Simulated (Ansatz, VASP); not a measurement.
## Two plane-wave programs on Ge2TeO3

```
CELL_PARAMETERS angstrom
5.70005 0.00000 0.00000
0.00000 5.70005 0.00000
0.00000 0.00000 3.60672
ATOMIC_POSITIONS crystal
Ge 0.50000 0.00000 0.00000
Ge 0.00000 0.50000 0.00000
Te 0.50000 0.50000 0.00000
O 0.50000 0.00000 0.50000
O 0.00000 0.50000 0.50000
O 0.00000 0.00000 0.50000
```

Alike in both runs: task relaxation of cell and atoms; functional PBE; k mesh 8 × 8 × 10; occupations gaussian, width 0.1 eV; no spin polarisation.

```csv
,VASP,Ansatz
version,VASP 6.6.1,Ansatz 0.2.0
potentials or method,"VASP PAW PBE potentials, release 64 (Ge_d, Te, O), cutoff 600 eV","scalar-relativistic, plane waves, PAW"
valence electrons in the cell,52,62
```

```csv
,VASP,Ansatz,Ansatz less VASP
"gap on the k mesh at the Fermi level, each at its own relaxed structure (eV)",none,none,-
relaxed volume (Å³/atom),19.79,19.90,+0.106
relaxed length of the cell vector where the two differ most in proportion (Å),5.737,5.752,+0.0155
```

A gap of «none» marks a metal or a gap that the smearing closes. VASP's potentials hold 52 valence electrons a cell and Ansatz's 62, so a difference there can come from the potentials and not from the codes.

Spin-orbit coupling is off throughout.
